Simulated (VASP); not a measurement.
# RbSi6 (Im-3m) in VASP: a series of runs, part 2 of 2

VASP 6.6.1. Earlier steps stand in the parts before.

### 5 Relaxation of cell and atoms, PBE

INCAR reads:

```
PREC = Accurate
ENCUT = 600
EDIFF = 1E-7
ISMEAR = 0
SIGMA = 0.1
LREAL = False
LASPH = True
NELM = 80
ALGO = Normal
ISIF = 3
LWAVE = False
LCHARG = False
GGA = PE
IBRION = 2
NSW = 90
EDIFFG = -0.04
```

KPOINTS reads:

```
regular mesh
0
Gamma
  4 4 4
```

POSCAR reads:

```
RbSi6
1.0
   -3.1395541100      3.1395541100      3.1395541100
    3.1395541100     -3.1395541100      3.1395541100
    3.1395541100      3.1395541100     -3.1395541100
Rb Si
1 6
Direct
    0.0000000000      0.0000000000      0.0000000000
    0.7500000000      0.2500000000      0.5000000000
    0.2500000000      0.7500000000      0.5000000000
    0.5000000000      0.2500000000      0.7500000000
    0.7500000000      0.5000000000      0.2500000000
    0.5000000000      0.7500000000      0.2500000000
    0.2500000000      0.5000000000      0.7500000000
```

Potentials or basis: VASP PAW PBE potentials, release 64 (Rb_sv, Si).

Started as:

```bash
$ cat potpaw_PBE.64/Rb_sv/POTCAR potpaw_PBE.64/Si/POTCAR > POTCAR
$ mpirun -np 1 vasp_std > vasp.out
```

OUTCAR:

```text
PREC = Accurate
   ENCUT = 600
   EDIFF = 1E-7
   ISMEAR = 0
   LREAL = False
   LASPH = True
   NELM = 80
   ISIF = 3
   GGA = PE
   IBRION = 2
   NSW = 90
   EDIFFG = -0.04

 ion  position               nearest neighbor table
   1  0.000  0.000  0.000-   2 3.51   3 3.51   2 3.51   3 3.51   4 3.51   7 3.51   2 3.51   3 3.51
                             4 3.51   5 3.51   6 3.51   7 3.51   2 3.51   3 3.51   5 3.51   7 3.51
   2  0.750  0.250  0.500-   4 2.22   5 2.22   7 2.22   6 2.22   3 3.14   3 3.14   1 3.51   1 3.51
                             1 3.51   1 3.51
   3  0.250  0.750  0.500-   4 2.22   6 2.22   7 2.22   5 2.22   2 3.14   2 3.14   1 3.51   1 3.51
                             1 3.51   1 3.51
   4  0.500  0.250  0.750-   2 2.22   5 2.22   7 2.22   3 2.22   6 3.14   6 3.14   1 3.51   1 3.51
                             1 3.51   1 3.51
   5  0.750  0.500  0.250-   2 2.22   3 2.22   6 2.22   4 2.22   7 3.14   7 3.14   1 3.51   1 3.51
                             1 3.51   1 3.51
   6  0.500  0.750  0.250-   2 2.22   3 2.22   5 2.22   7 2.22   4 3.14   4 3.14   1 3.51   1 3.51
                             1 3.51   1 3.51
   7  0.250  0.500  0.750-   3 2.22   4 2.22   6 2.22   2 2.22   5 3.14   5 3.14   1 3.51   1 3.51
                             1 3.51   1 3.51

  LATTYP: Found a body centered cubic cell.
 ALAT       =     6.2791082200

  Lattice vectors:

 A1 = (  -3.1395541100,   3.1395541100,   3.1395541100)
 A2 = (   3.1395541100,  -3.1395541100,   3.1395541100)
 A3 = (   3.1395541100,   3.1395541100,  -3.1395541100)

Analysis of symmetry for initial positions (statically):
=====================================================================
 Subroutine PRICEL returns:
 Original cell was already a primitive cell.

 Routine SETGRP: Setting up the symmetry group for a
 body centered cubic supercell.

 Subroutine GETGRP returns: Found 48 space group operations
 (whereof 48 operations were pure point group operations)
 out of a pool of 48 trial point group operations.

The static configuration has the point symmetry O_h .

Analysis of symmetry for dynamics (positions and initial velocities):
=====================================================================
 Subroutine PRICEL returns:
 Original cell was already a primitive cell.

 Routine SETGRP: Setting up the symmetry group for a
 body centered cubic supercell.

[... 95 lines left out ...]
   ENCUT  =  600.0 eV  44.10 Ry    6.64 a.u.  10.86 10.86 10.86*2*pi/ulx,y,z
   NELM   =     80;   NELMIN=  2; NELMDL= -5     # of ELM steps
   EDIFF  = 0.1E-06   stopping-criterion for ELM
   LREAL  =      F    real-space projection
   EDIFFG = -.4E-01   stopping-criterion for IOM
   NSW    =     90    number of steps for IOM
   IBRION =      2    ionic relax: 0-MD 1-quasi-New 2-CG
   NFREE  =      1    steps in history (QN), initial steepest desc. (CG)
   ISIF   =      3    stress and relaxation
   ISYM   =      2    0-nonsym 1-usesym 2-fastsym
   POTIM  = 0.5000    time-step for ionic-motion
   TEBEG  =    0.0;   TEEND  =   0.0 temperature during run
   PSTRESS=    0.0 pullay stress
   NELECT =      33.0000    total number of electrons
   NUPDOWN=      -1.0000    fix difference up-down
   EMIN   =  10.00;   EMAX   =-10.00  energy-range for DOS
   EFERMI =   0.00;   METHOD = LEGACY
   ISMEAR =     0;   SIGMA  =   0.10  broadening in eV -4-tet -1-fermi 0-gaus
   EFERMI_NEDOS =   21; number of points for ismear=-14 and -15
   IALGO  =     38    algorithm
   IMIX   =      4    mixing-type and parameters
     AMIX     =   0.40;   BMIX     =  1.00
     AMIX_MAG =   1.60;   BMIX_MAG =  1.00
  volume/ion in A,a.u.               =      17.68       119.33
  Fermi-wavevector in a.u.,A,eV,Ry     =   1.053638  1.991087 15.104555  1.110153
  Thomas-Fermi vector in A             =   2.188768
   LORBIT       =      0    0 simple, 1 ext, 2 COOP (PROOUT), +10 PAW based schemes
   GGA     = PE    functional components
   LHFCALC =     F    Hartree Fock is set to
   AEXX    =    0.0000 exact exchange contribution
   IVDW    =     0    specifies the selected vdW correction
   LEPSILON=     F    determine dielectric tensor
   LRPA    =     F    only Hartree local field effects (RPA)
 conjugate gradient relaxation of ions
 non-spin polarized calculation
 Gauss-broadening in eV      SIGMA  =   0.10
  energy-cutoff  :      600.00
  volume of cell :      123.78
 maximum number of plane-waves:      4196
 NGX is ok and might be reduce to    48
   NGX = 21   NGY = 21   NGZ = 21

--------------------------------------- Ionic step        1  -------------------------------------------

 number of electron      32.9999999 magnetization

 Free energy of the ion-electron system (eV)
  ---------------------------------------------------
  ext. energy  EPLUGINS =         0.00000000
  ---------------------------------------------------
  free energy    TOTEN  =       -31.00073215 eV

  energy without entropy =      -30.98458461  energy(sigma->0) =      -30.99265838

 E-fermi :   7.7938     XC(G=0): -10.1162

 val. band max:        7.4373145622   @ k =   0.5000   0.5000   0.5000
 cond. band min:       7.8540611315   @ k =   0.2500   0.2500   0.0000
 fundamental gap:      0.4167465693
 Fermi energy:         7.7937806572
[... 454 lines left out ...]
--------------------------------------- Ionic step        3  -------------------------------------------

 number of electron      33.0000002 magnetization

 Free energy of the ion-electron system (eV)
  ---------------------------------------------------
  ext. energy  EPLUGINS =         0.00000000
  ---------------------------------------------------
  free energy    TOTEN  =       -33.24970419 eV

  energy without entropy =      -33.23052367  energy(sigma->0) =      -33.24011393

 E-fermi :   5.5719     XC(G=0):  -9.1359

 val. band max:        5.3260074028   @ k =   0.5000   0.0000   0.0000
 cond. band min:       5.6562594514   @ k =   0.5000   0.5000   0.2500
 fundamental gap:      0.3302520486
 Fermi energy:         5.5718800036
[... 216 lines left out ...]
  FREE ENERGIE OF THE ION-ELECTRON SYSTEM (eV)
  ---------------------------------------------------
  free  energy   TOTEN  =       -33.2497041851 eV

  energy  without entropy=      -33.2305236674  energy(sigma->0) =      -33.24011393

 reached required accuracy - stopping structural energy minimisation
```

It took 81 s on 1 thread of AMD EPYC 9R45 (Zen 5), shared host; peak memory 0.3 GiB.

What came out:

- Free energy: -33.2497 eV
- Relaxed volume: 22.48 Å³/atom
- Relaxed cell: a = 5.891 Å, b = 5.891 Å, c = 5.891 Å, α = 109.47°, β = 109.47°, γ = 109.47°
- Space group after relaxing (to 0.05 Å): Im-3m (No. 229)
- Energy gained by relaxing: 321.3 meV/atom
- Ionic steps: 3
- Pressure after relaxing: 0.0 GPa

The path:
| step | energy change (eV) | largest force (eV/Å) | pressure (GPa) | volume (Å³) |
| --- | --- | --- | --- | --- |
| 1 | 0.0000 | 0.0000 | 26.45 | 123.78 |
| 2 | -1.5616 | 0.0000 | -7.20 | 183.79 |
| 3 | -2.2490 | 0.0000 | 0.00 | 157.35 |

Final structure:
```xyz
7
Lattice="-3.4010 3.4010 3.4010 3.4010 -3.4010 3.4010 3.4010 3.4010 -3.4010" Properties=species:S:1:pos:R:3 pbc="T T T"
Rb    0.0000    0.0000    0.0000
Si    0.0000    3.4010    1.7005
Si    3.4010    0.0000    1.7005
Si    1.7005    3.4010    0.0000
Si    0.0000    1.7005    3.4010
Si    1.7005    0.0000    3.4010
Si    3.4010    1.7005    0.0000
```

Caveat: the volume moved by over 15 % at a fixed basis, so the end points are rough.

### 6 The runs side by side

```tsv
task	cell	cutoff (eV)	smearing	gap on the mesh (eV)	pressure (GPa)
single point	a = 5.438 Å, angles 109.5°, 7 atoms	520	gaussian 0.1 eV	none	26.4
single point	a = 5.880 Å, angles 109.5°, 7 atoms	520	gaussian 0.1 eV	none	0.4
single point	a = 5.892 Å, angles 109.5°, 7 atoms	520	gaussian 0.2 eV	none	0.0
relaxation of cell and atoms	relaxed from a = 5.438 Å, angles 109.5°, 7 atoms	600	gaussian 0.1 eV	none	0.0
```

Alike in all rows: level PBE; potentials or basis VASP PAW PBE potentials, release 64 (Rb_sv, Si); no spin polarisation; k mesh 4 × 4 × 4.

Caveats: the volume moved by over 15 % at a fixed basis, so the end points are rough (some runs).

Total energies depend on the potentials used, so only differences within one code and one set of settings carry meaning.
